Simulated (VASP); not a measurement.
Wanted: the native input for a VASP 6.6.1 run.

```yaml
Task: single point
Functional: PBEsol
Potentials_or_basis: VASP PAW PBE potentials, release 64 (Ti_sv, C)
Cutoff: 520 eV
k_mesh: 6 × 6 × 1
Occupations: gaussian, width 0.1 eV
Spin: no spin polarisation
Dipole_correction: yes
Further_INCAR_settings: LREAL = Auto; ALGO = Normal; EDIFF = 1e-06; NBANDS = 96
```

The structure of TiC lies in POSCAR:

```
TiC
1.0
    3.0355752600      0.0000000000      0.0000000000
   -3.0355752600      4.2929517020      0.0000000000
    0.0000000000      0.0000000000     29.6480293880
Ti C
10 10
Direct
    1.0000000000      0.5000000000      0.2743120006
    1.0000000000      1.0000000000      0.3201937047
    1.0000000000      0.5000000000      0.3735169263
    0.0000000000      0.0000000000      0.4233415717
    1.0000000000      0.5000000000      0.4747482202
    1.0000000000      1.0000000000      0.5252517971
    1.0000000000      0.5000000000      0.5766584432
    1.0000000000      1.0000000000      0.6264830878
    1.0000000000      0.5000000000      0.6798063088
    1.0000000000      1.0000000000      0.7256880092
    0.5000000000      0.0000000000      0.2698324363
    0.5000000000      0.5000000000      0.3192859582
    0.5000000000      1.0000000000      0.3719833008
    0.5000000000      0.5000000000      0.4229257881
    0.5000000000      0.0000000000      0.4744895902
    0.5000000000      0.5000000000      0.5255104282
    0.5000000000      0.0000000000      0.5770742271
    0.5000000000      0.5000000000      0.6280167170
    0.5000000000      0.0000000000      0.6807140504
    0.5000000000      0.5000000000      0.7301675637
```

These files were run (other wordings do the same):

INCAR

```
PREC     = Accurate       # precision mode
ENCUT    = 520            # plane-wave cutoff, eV
EDIFF    = 1E-6           # SCF threshold, eV
ISMEAR   = 0              # smearing method
SIGMA    = 0.1            # smearing width, eV
LREAL    = Auto         
LASPH    = True           # aspherical terms in the spheres
NELM     = 100            # most SCF steps
ALGO     = Normal         # electronic algorithm
ISIF     = 2              # what is computed and relaxed
LWAVE    = False          # write WAVECAR
LCHARG   = False          # write CHGCAR
LDIPOL   = True         
IDIPOL   = 3            
DIPOL    = 0.5 0.5 0.500
GGA      = PS             # functional
NBANDS   = 96             # bands
```

KPOINTS

```
Automatic mesh
0
Gamma
  6 6 1
```

Potentials or basis: VASP PAW PBE potentials, release 64 (Ti_sv, C).

Run with:

```bash
$ cat potpaw_PBE.64/Ti_sv/POTCAR potpaw_PBE.64/C/POTCAR > POTCAR
$ mpirun -np 1 vasp_std > vasp.out
```

Results of the run:

- Largest force: 0.073 eV/Å
- Band gap on the k mesh: zero (band 80 reaches 3.56 eV, above the bottom of band 81 at 2.92 eV)

Caveat: the k points lie up to 0.42 Å⁻¹ apart; the PAW data sets were made with another functional, which shifts forces and pressure a little.

It took 15 min on 1 thread of Intel(R) Xeon(R) 6975P-C (Granite Rapids), with other jobs on the host, peak memory 0.69 GiB.
